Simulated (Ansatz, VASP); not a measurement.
BaTiO3 in VASP and in Ansatz

```
Ba Ti O
1.0
     4.01120    0.00000    0.00000
     0.00000    4.01120    0.00000
     0.00000    0.00000    4.12677
Ba Ti O
1 1 3
Direct
  0.00000 0.00000 0.99551
  0.50000 0.50000 0.48120
  0.50000 0.50000 0.03153
  0.50000 0.00000 0.51738
  0.00000 0.50000 0.51738
```

Alike in both runs: functional PBE; k mesh 8 × 8 × 8; occupations gaussian, width 0.02 eV; no spin polarisation; Hubbard terms Ti d U = 4.0 eV.

Ansatz relaxed the structure, and its values are those at the end. VASP's run is a single point on that final structure, the one shown.

|  | VASP | Ansatz |
| --- | --- | --- |
| version | VASP 6.6.1 | Ansatz 0.2.0 |
| potentials or method | VASP PAW PBE potentials, release 64 (Ba_sv, Ti_sv, O), cutoff 520 eV | scalar-relativistic, plane waves, PAW |
| valence electrons in the cell | 40 | 40 |

```tsv
	VASP	Ansatz	Ansatz less VASP
gap on the k mesh at the Fermi level (eV)	2.23	2.27	+0.037
least direct gap on the mesh (eV)	2.70	2.72	+0.014
pressure (GPa)	3.5	0.0	-3.48
rms of the force components (eV/Å)	0.206	0.001	-0.2053
```

The programs project onto different local orbitals, so the same U acts differently, and such runs can settle in different states.

Spin-orbit coupling is off throughout.
